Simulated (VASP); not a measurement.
# CoO (Fm-3m) in VASP: settings compared, part 2 of 2

VASP 6.6.1.

## (4) Single point, PBE, collinear spin, ferromagnetic start

The input, INCAR:

```
SYSTEM = CoO
ALGO     = Normal         ! electronic algorithm
EDIFF    = 1E-6           ! SCF threshold, eV
ENCUT    = 520            ! plane-wave cutoff, eV
GGA      = PE             ! functional
ISIF     = 2              ! what is computed and relaxed
ISMEAR   = 0              ! smearing method
ISPIN    = 2              ! spin polarisation
LASPH    = .TRUE.         ! aspherical terms in the spheres
LCHARG   = .FALSE.        ! write CHGCAR
LMAXMIX  = 4              ! l up to which the mixer works
LORBIT   = 11             ! projections on sites
LREAL    = .FALSE.        ! projectors in reciprocal space
LWAVE    = .FALSE.        ! write WAVECAR
MAGMOM   = 2 0            ! initial moments
NBANDS   = 18             ! bands
NELM     = 150            ! most SCF steps
PREC     = Accurate       ! precision mode
SIGMA    = 0.02           ! smearing width, eV
```

The input, KPOINTS:

```
k-points
0
G
  11 11 11
  0 0 0
```

The input, POSCAR:

```
CoO
1.0
    3.0143962100      0.0000000000      0.0000000000
    1.5071981050      2.6105436949      0.0000000000
    1.5071981050      0.8701812316      2.4612441990
Co O
1 1
Direct
    0.0000000000      0.0000000000      0.0000000000
    0.5000000000      0.5000000000      0.5000000000
```

Run with:

```bash
cat potpaw_PBE.64/Co/POTCAR potpaw_PBE.64/O/POTCAR > POTCAR
mpirun -np 1 vasp_std > vasp.out
```

Wall time 17 s (1 thread of Intel Xeon 6975P-C (Granite Rapids), shared host); peak memory 0.16 GiB.

It converged, with:

```
Free energy                                           : -13.0456 eV
Pressure                                              : -2.4 GPa
Net moment                                            : 2.93 μB per cell
Site moments                                          : Co +2.57; O +0.31 μB
Valence electrons inside the program's atomic spheres : Co 7.79; O 4.98
```

Levels at points of the mesh, in eV from the Fermi level:
Spin up:
```csv
k point,band 7,band 8,band 9,band 10,band 11,band 12
"(0.00, 0.00, 0.00)",-3.09,-3.09,-3.09,0.98,16.84,18.11
```
Spin down:
```csv
k point,band 2,band 3,band 4,band 5,band 6,band 7,band 8,band 9,band 10,band 11
"(0.00, 0.00, 0.00)",-2.55,-2.55,-2.55,-1.11,-1.10,-1.10,0.05,0.05,1.52,16.75
```

Caveat: a cell with one magnetic atom can't hold antiferromagnetic order, which such compounds often take; semilocal functionals often make such compounds metallic where correlation or magnetic order opens a gap, which also shifts bond lengths. With open d or f shells a metallic result of PBE can be an artefact of self-interaction; +U or a hybrid may open a gap.

## (5) Single point, LDA, collinear spin, ferromagnetic start

This run uses another cell than the first one, of 8.48 Å³/atom, 0.875 times its volume.

The input, INCAR:

```
PREC = Accurate
ENCUT = 520
EDIFF = 1E-6
ISMEAR = -1
SIGMA = 0.05
LREAL = F
LASPH = T
NELM = 150
ALGO = Normal
ISIF = 2
LWAVE = F
LCHARG = F
ISPIN = 2
MAGMOM = 2 0
LORBIT = 11
LMAXMIX = 4
NBANDS = 18
```

The input, KPOINTS:

```
regular mesh
0
Gamma
  11 11 11
```

The input, POSCAR:

```
CoO
1.0
    0.0000000000      2.0389512353      2.0389512353
    2.0389512353      0.0000000000      2.0389512353
    2.0389512353      2.0389512353      0.0000000000
Co O
1 1
Direct
    0.0000000000      0.0000000000      0.0000000000
    0.5000000000      0.5000000000      0.5000000000
```

Potentials or basis: VASP PAW LDA potentials, release 64 (Co, O).

Run with:

```bash
cat potpaw_LDA.64/Co/POTCAR potpaw_LDA.64/O/POTCAR > POTCAR
mpirun -np 1 vasp_std > vasp.out
```

OUTCAR:

```text
PREC = Accurate
   ENCUT = 520
   EDIFF = 1E-6
   ISMEAR = -1
   LREAL = F
   LASPH = T
   NELM = 150
   ISIF = 2
   ISPIN = 2
   LORBIT = 11

 ion  position               nearest neighbor table
   1  0.000  0.000  0.000-   2 2.04   2 2.04   2 2.04   2 2.04   2 2.04   2 2.04
   2  0.500  0.500  0.500-   1 2.04   1 2.04   1 2.04   1 2.04   1 2.04   1 2.04

  LATTYP: Found a face centered cubic cell.
 ALAT       =     4.0779024706

  Lattice vectors:

 A1 = (   0.0000000000,   2.0389512353,   2.0389512353)
[... 1222 lines left out ...]
  external PRESSURE =     -19.2511452 kB  Pullay stress =       0.0000000 kB

 VOLUME and BASIS-vectors are now :
 -----------------------------------------------------------------------------
  energy-cutoff  :      520.00
  volume of cell :       16.95
      direct lattice vectors                 reciprocal lattice vectors
     0.000000000  2.038951235  2.038951235    -0.245224109  0.245224109  0.245224109
     2.038951235  0.000000000  2.038951235     0.245224109 -0.245224109  0.245224109
     2.038951235  2.038951235  0.000000000     0.245224109  0.245224109 -0.245224109

 POSITION                                       TOTAL-FORCE (eV/Angst)
 -----------------------------------------------------------------------------------
      0.00000      0.00000      0.00000         0.000000      0.000000      0.000000
      2.03895      2.03895      2.03895         0.000000      0.000000      0.000000
 -----------------------------------------------------------------------------------
    total drift:                                0.000000     -0.000000     -0.000000

  FREE ENERGIE OF THE ION-ELECTRON SYSTEM (eV)
  ---------------------------------------------------
  free  energy   TOTEN  =       -14.8480188889 eV

  energy  without entropy=      -14.8153429359  energy(sigma->0) =      -14.83168091

 total charge

# of ion       s       p       d       tot
------------------------------------------
    1        0.333   0.447   7.343   8.122
    2        1.550   3.426   0.000   4.976
--------------------------------------------------
tot          1.882   3.873   7.343  13.098

 magnetization (x)

# of ion       s       p       d       tot
------------------------------------------
    1        0.019   0.017   1.797   1.832
    2        0.029   0.139   0.000   0.169
--------------------------------------------------
tot          0.048   0.156   1.797   2.001
```

Wall time 19 s (1 thread of Intel Xeon Platinum 8488C (Sapphire Rapids), shared host); peak memory 0.15 GiB.

What came out:

| Item | Value |
| --- | --- |
| Free energy | -14.8480 eV |
| Pressure | -1.9 GPa |
| Net moment | 2.04 μB per cell |
| Site moments | Co +1.83; O +0.17 μB |
| Valence electrons inside the program's atomic spheres | Co 8.12; O 4.98 |

Caveat: a cell with one magnetic atom can't hold antiferromagnetic order, which such compounds often take; semilocal functionals often make such compounds metallic where correlation or magnetic order opens a gap, which also shifts bond lengths. With open d or f shells a metallic result of LDA can be an artefact of self-interaction; +U or a hybrid may open a gap.

## (6) Relaxation of cell and atoms, LDA, collinear spin, ferromagnetic start

The input, INCAR:

```
ALGO = Normal
EDIFF = 1E-7
EDIFFG = -0.01
ENCUT = 600
IBRION = 2
ISIF = 3
ISMEAR = -1
ISPIN = 2
LASPH = T
LCHARG = F
LMAXMIX = 4
LORBIT = 11
LREAL = F
LWAVE = F
MAGMOM = 2 0
NELM = 150
NSW = 60
PREC = Accurate
SIGMA = 0.05
```

The input, KPOINTS:

```
k-points
0
Gamma
  11 11 11
```

The input, POSCAR:

```
CoO
1.0
    0.0000000000      2.1315000000      2.1315000000
    2.1315000000      0.0000000000      2.1315000000
    2.1315000000      2.1315000000      0.0000000000
Co O
1 1
Direct
    0.0000000000      0.0000000000      0.0000000000
    0.5000000000      0.5000000000      0.5000000000
```

Potentials or basis: VASP PAW LDA potentials, release 64 (Co, O).

Run with:

```bash
cat potpaw_LDA.64/Co/POTCAR potpaw_LDA.64/O/POTCAR > POTCAR
mpirun -np 1 vasp_std > vasp.out
```

It took 47 s on 1 thread of Intel Xeon Platinum 8488C (Sapphire Rapids), shared host; peak memory 0.16 GiB.

It converged, with:

- Free energy: -14.8590 eV
- Relaxed volume: 8.35 Å³/atom
- Relaxed cell: a = 2.870 Å, b = 2.870 Å, c = 2.870 Å, α = 60.00°, β = 60.00°, γ = 60.00°
- Space group after relaxing (to 0.05 Å): Fm-3m (No. 225)
- Energy gained by relaxing: 101.0 meV/atom
- Ionic steps: 4
- Pressure after relaxing: -0.1 GPa
- Net moment: 1.90 μB per cell
- Site moments: Co +1.71; O +0.15 μB
- Valence electrons inside the program's atomic spheres: Co 8.16; O 4.98

The path:
```tsv
step	energy change (eV)	largest force (eV/Å)	pressure (GPa)	volume (Å³)
1	0.0000	0.0000	-20.78	19.37
2	-0.1882	0.0000	7.90	16.06
3	-0.2019	0.0000	0.28	16.66
4	-0.2019	0.0000	-0.07	16.71
```

Final structure:
```
CELL_PARAMETERS angstrom
0.00000 2.02905 2.02905
2.02905 0.00000 2.02905
2.02905 2.02905 0.00000
ATOMIC_POSITIONS crystal
Co 0.00000 0.00000 0.00000
O 0.50000 0.50000 0.50000
```

Levels at points of the mesh, in eV from the Fermi level:
Spin up:
```csv
k point,band 5,band 6,band 7,band 8,band 9,band 10,band 11,band 12
"(0.00, 0.00, 0.00)",-2.80,-2.80,-2.80,-2.66,-2.66,1.91,17.11,19.30
```
Spin down:
```
           k point  band 3  band 4  band 5  band 6  band 7  band 8  band 9  band 10
(0.00, 0.00, 0.00)   -3.69   -3.69   -1.51   -1.51   -1.51   -0.86   -0.86     2.25
```

Caveat: the volume moved by -14 % from the deposited cell, more than functionals usually miss; a cell with one magnetic atom can't hold antiferromagnetic order, which such compounds often take; semilocal functionals often make such compounds metallic where correlation or magnetic order opens a gap, which also shifts bond lengths. Zero-point motion and thermal expansion aren't in these numbers.

## (7) Overview

```tsv
task	level	potentials or basis	cell	cutoff (eV)	smearing	gap on the mesh (eV)	pressure (GPa)	moment (μB)
single point	LDA	VASP PAW LDA potentials, release 64 (Co, O)	a = 3.014 Å, angles 60.0°, 2 atoms	520	fermi-dirac 0.05 eV	none	-20.6	2.76
single point	PBEsol	VASP PAW PBE potentials, release 64 (Co, O)	a = 3.014 Å, angles 60.0°, 2 atoms	520	fermi-dirac 0.05 eV	none	-11.7	2.93
single point	PBE	VASP PAW PBE potentials, release 64 (Co, O)	a = 3.014 Å, angles 60.0°, 2 atoms	520	gaussian 0.02 eV	none	-2.4	2.93
single point	LDA	VASP PAW LDA potentials, release 64 (Co, O)	a = 2.884 Å, angles 60.0°, 2 atoms	520	fermi-dirac 0.05 eV	none	-1.9	2.04
relaxation of cell and atoms	LDA	VASP PAW LDA potentials, release 64 (Co, O)	relaxed from a = 3.014 Å, angles 60.0°, 2 atoms	600	fermi-dirac 0.05 eV	none	-0.1	1.90
```

Alike in all rows: spin collinear, ferromagnetic start; k mesh 11 × 11 × 11.

Caveats: a cell with one magnetic atom can't hold antiferromagnetic order, which such compounds often take; semilocal functionals often make such compounds metallic where correlation or magnetic order opens a gap, which also shifts bond lengths; the PAW data sets were made with another functional, which shifts forces and pressure a little (some runs); the volume moved by -14 % from the deposited cell, more than functionals usually miss (some runs).

Total energies depend on the potentials used, so only differences within one code and one set of settings carry meaning.
